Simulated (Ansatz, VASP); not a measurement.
# SrO: VASP beside Ansatz

Contents of INCAR:

```
PREC = Accurate
ENCUT = 520
EDIFF = 1E-8
ISMEAR = -1
SIGMA = 0.03
LREAL = False
LASPH = True
NELM = 60
ALGO = Normal
ISIF = 2
LWAVE = False
LCHARG = False
GGA = PS
LEFG = True
NBANDS = 15
```

File KPOINTS:

```
regular mesh
0
Gamma
  8 8 8
```

Contents of POSCAR:

```
SrO
1.0
    0.0000000000      2.5184040000      2.5698000000
    2.5184040000      0.0000000000      2.5698000000
    2.5184040000      2.5184040000      0.0000000000
Sr O
1 1
Direct
    0.0000000000      0.0000000000      0.0000000000
    0.5000000000      0.5000000000      0.5000000000
```

Input for Ansatz:

```yaml
crystal:
  lattice:
    - [0.0, 2.518404, 2.5698]
    - [2.518404, 0.0, 2.5698]
    - [2.518404, 2.518404, 0.0]
  atoms:
    - { symbol: Sr, position: [0.0, 0.0, 0.0] }
    - { symbol: O, position: [0.5, 0.5, 0.5] }
kpoints:
  mp_grid: { grid: [8, 8, 8] }
scf:
  occupations: { method: fermi_dirac, width: 0.03 }
hamiltonian:
  xc: pbesol
  pseudopotentials: { kind: all_electron, datasets: crystal }
output:
  forces: true
  stress: true
  eigenvalues: true
  efg: { contact_densities: true }
```

Change from the starting cell: equal xx and yy strain of -2 %, crystal datasets.

Alike in both runs: task electric field gradients; functional PBEsol; k mesh 8 × 8 × 8; occupations fermi-dirac, width 0.03 eV; no spin polarisation.

|  | VASP | Ansatz |
| --- | --- | --- |
| version | VASP 6.6.1 | Ansatz 0.2.0 |
| potentials or method | VASP PAW PBE potentials, release 64 (Sr_sv, O), cutoff 520 eV | all-electron PAW with datasets made for the crystal, scalar-relativistic |

```csv
,VASP,Ansatz,Ansatz less VASP
gap on the k mesh at the Fermi level (eV),3.07,3.12,+0.052
pressure (GPa),3.9,3.2,-0.73
"traceless stress, the component that is largest in VASP (GPa)",-2.21,-2.09,+0.116
size of Vzz on the site where it differs most (V/Å²),7.3,7.0,-0.31
```

VASP's potentials were made for PBE, not for PBEsol. Ansatz ran all-electron here, and VASP with PAW potentials.
